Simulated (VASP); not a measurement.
A run of VASP 6.6.1:

The input INCAR:

```
SYSTEM = Au
PREC = Accurate ; ENCUT = 520
EDIFF = 1E-6 ; ISMEAR = 0
SIGMA = 0.1 ; LREAL = .FALSE.
LASPH = .TRUE. ; NELM = 100
ALGO = Normal ; ISIF = 2
LWAVE = .FALSE. ; LCHARG = .FALSE.
GGA = PS ; NBANDS = 18
```

KPOINTS

```
regular mesh
0
G
  16 16 8
  0 0 0
```

File POSCAR:

```
Au
1.0
    2.8462623533     -0.0179346653     -0.0188356218
   -0.0310614928      2.8931919584     -0.0563169205
   -1.1757193869     -1.3072975986      5.1285123212
Au
2
Direct
    0.3431106143      0.2933686066      0.7648218185
    0.6568893857      0.7066313934      0.2351781815
```

Potentials or basis: VASP PAW PBE potentials, release 64 (Au).

Run with:

```bash
$ cat potpaw_PBE.64/Au/POTCAR > POTCAR
$ mpirun -np 1 vasp_std > vasp.out
```

Hardware: 1 thread of Intel(R) Xeon(R) Platinum 8259CL CPU @ 2.50GHz (Skylake/Cascade Lake) (shared host).

Problem. How long does it take, and how much memory?

Solution. Run time: 4.7 min on 1 thread of Intel(R) Xeon(R) Platinum 8259CL CPU @ 2.50GHz (Skylake/Cascade Lake), with other jobs on the host, peak memory 0.68 GiB. Counts: scf iterations 11, k points 1028.
